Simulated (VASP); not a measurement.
Here is a VASP 6.6.1 calculation.

INCAR

```
SYSTEM = B4WC
  PREC = Accurate
  ENCUT = 600
  EDIFF = 1E-6
  ISMEAR = 0
  SIGMA = 0.1
  LREAL = .False.
  LASPH = .True.
  NELM = 80
  ALGO = Normal
  ISIF = 3
  LWAVE = .False.
  LCHARG = .False.
  GGA = PE
  IBRION = 2
  NSW = 100
  EDIFFG = -0.01
```

File KPOINTS:

```
Automatic mesh
0
Gamma
  12 12 12
  0 0 0
```

The input POSCAR:

```
B4WC
1.0
    0.0000000000      2.8428008216      2.8428008216
    2.8428008216      0.0000000000      2.8428008216
    2.8428008216      2.8428008216      0.0000000000
B W C
4 1 1
Direct
    0.1342131806      0.6219289398      0.6219289398
    0.6219289398      0.6219289398      0.6219289398
    0.6219289398      0.1342131806      0.6219289398
    0.6219289398      0.6219289398      0.1342131806
    0.0000000000      0.0000000000      0.0000000000
    0.2500000000      0.2500000000      0.2500000000
```

Potentials or basis: VASP PAW PBE potentials, release 64 (B, W_sv, C).

Command:

```bash
$ cat potpaw_PBE.64/B/POTCAR potpaw_PBE.64/W_sv/POTCAR potpaw_PBE.64/C/POTCAR > POTCAR
$ mpirun -np 1 vasp_std > vasp.out
```

Problem. Predict the space group after relaxing (to 0.1 Å).

Solution. F-43m (No. 216).

Problem. Predict the relaxed volume.

Solution. 7.66 Å³/atom.

Problem. Estimate the band gap on the k mesh.

Solution. Zero (bands 15 and 16 overlap by 0.01 eV).

Problem. Estimate the relaxed cell.

Solution. a = 4.021 Å, b = 4.021 Å, c = 4.021 Å, α = 60.00°, β = 60.00°, γ = 60.00°.

Step by step:
```csv
step,energy change (eV),largest force (eV/Å),pressure (GPa),volume (Å³)
1,0.0000,0.0797,0.23,45.95
2,-0.0009,0.0399,-0.26,46.02
3,-0.0010,0.0141,-0.61,46.07
4,-0.0011,0.0171,0.43,45.90
5,-0.0013,0.0036,-0.01,45.97
```

Caveat: spin-orbit coupling is left out, which moves the levels of the heavy elements.
